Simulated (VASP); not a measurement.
The system is Al3BiO3.

```
Al Bi O
1.0
     3.28000    1.89371    2.68000
    -3.28000    1.89371    2.68000
     0.00000   -3.78742    2.68000
Al Bi O
3 1 3
Direct
  0.50000 0.00010 0.50000
  0.00010 0.50000 0.50000
  0.50000 0.50000 0.00010
  0.75000 0.75000 0.75000
  0.25000 0.25000 0.75010
  0.25000 0.75010 0.25000
  0.75010 0.25000 0.25000
```

| Quantity | Value |
| --- | --- |
| Program | VASP 6.6.1 |
| Task | relaxation of cell and atoms |
| Functional | PBE |
| Potentials or basis | VASP PAW PBE potentials, release 64 (Al, Bi_d, O) |
| Cutoff | 600 eV |
| k mesh | 3 × 3 × 3 |
| Occupations | gaussian, width 0.15 eV |
| Spin | no spin polarisation |

At the start: pressure 34.6 GPa; volume 14.27 Å³/atom.

**Question.** How do energy, volume and symmetry change on relaxing?

**Answer.** Over 20 steps the energy falls by 1692.6 meV/atom and the volume is 15.06 Å³/atom (+5.6 %); space group R3m (No. 160, to 0.05 Å).

The path:
| step | energy change (eV) | largest force (eV/Å) | pressure (GPa) | volume (Å³) |
| --- | --- | --- | --- | --- |
| 1 | 0.0000 | 14.7379 | 34.60 | 99.88 |
| 2 | -5.8140 | 1.9779 | -15.97 | 149.31 |
| 3 | -8.8029 | 1.6251 | -9.73 | 121.44 |
| 4 | -8.8266 | 1.6509 | -9.26 | 120.68 |
| 5 | -8.8570 | 1.7459 | -7.38 | 118.04 |
| 6 | -9.6490 | 1.3377 | 1.26 | 107.58 |
| 7 | -9.7321 | 1.2969 | 6.26 | 103.40 |
| 8 | -10.3865 | 1.2367 | 3.44 | 105.90 |
| 9 | -11.0735 | 2.1698 | -0.06 | 112.69 |
| 10 | -11.1552 | 1.8928 | 0.40 | 110.82 |
| 11 | -11.4889 | 0.8868 | -4.59 | 113.40 |
| 12 | -11.4897 | 0.8754 | -4.74 | 113.49 |
| 13 | -11.6903 | 0.8134 | -1.08 | 108.04 |
| 14 | -11.7150 | 0.7599 | 1.33 | 105.29 |
| 15 | -11.7970 | 0.2270 | 1.28 | 104.87 |
| 16 | -11.8191 | 0.3232 | 1.33 | 104.50 |
| 17 | -11.8366 | 0.2673 | -0.93 | 106.31 |
| 18 | -11.8368 | 0.2683 | -0.75 | 106.15 |
| 19 | -11.8463 | 0.1104 | -0.28 | 105.72 |
| 20 | -11.8480 | 0.0425 | 0.02 | 105.45 |

Final structure:
```
Al Bi O
1.0
     3.72656    2.15153    2.19191
    -3.72656    2.15153    2.19191
     0.00000   -4.30306    2.19191
Al Bi O
3 1 3
Direct
  0.46378 0.02292 0.46378
  0.02292 0.46378 0.46378
  0.46378 0.46378 0.02292
  0.87038 0.87038 0.87038
  0.26716 0.26716 0.64502
  0.26716 0.64502 0.26716
  0.64502 0.26716 0.26716
```

Caveat: the k points lie up to 0.45 Å⁻¹ apart in the final cell; the relaxation stopped at a loose force limit of 0.08 eV/Å, so its end isn't a converged minimum.
